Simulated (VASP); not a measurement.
A run of VASP 6.6.1 is set up as follows.

Contents of INCAR:

```
SYSTEM = Au
PREC = Accurate
ENCUT = 520
EDIFF = 1E-6
ISMEAR = -1
SIGMA = 0.05
LREAL = .False.
LASPH = .True.
NELM = 80
ALGO = Normal
ISIF = 2
LWAVE = .False.
LCHARG = .False.
GGA = B5
ALDAX = 1.0
AGGAX = 1.0
AGGAC = 1.0
ALDAC = 0.0
IVDW = 13
NBANDS = 12
VDW_S6 = 1.0
VDW_S8 = 2.34076671
VDW_A1 = 0.44488865
VDW_A2 = 4.0933009
```

File KPOINTS:

```
regular mesh
0
Gamma
  11 11 11
  0 0 0
```

Contents of POSCAR:

```
Au
1.0
    0.0000000000      2.0617793868      2.0617793868
    2.0617793868      0.0000000000      2.0617793868
    2.0617793868      2.0617793868      0.0000000000
Au
1
Direct
    0.0000000000      0.0000000000      0.0000000000
```

Potentials or basis: VASP PAW PBE potentials, release 64 (Au).

Command:

```sh
$ cat potpaw_PBE.64/Au/POTCAR > POTCAR
$ mpirun -np 1 vasp_std > vasp.out
```

(1) Estimate the dispersion energy per atom.

(2) What does it give for the pressure?

Results:

(1) -1.270 eV.

(2) 3.8 GPa.

Caveat: the PAW data sets were made with another functional, which shifts forces and pressure a little; pairwise dispersion overbinds metals, which lowers pressure and volume.
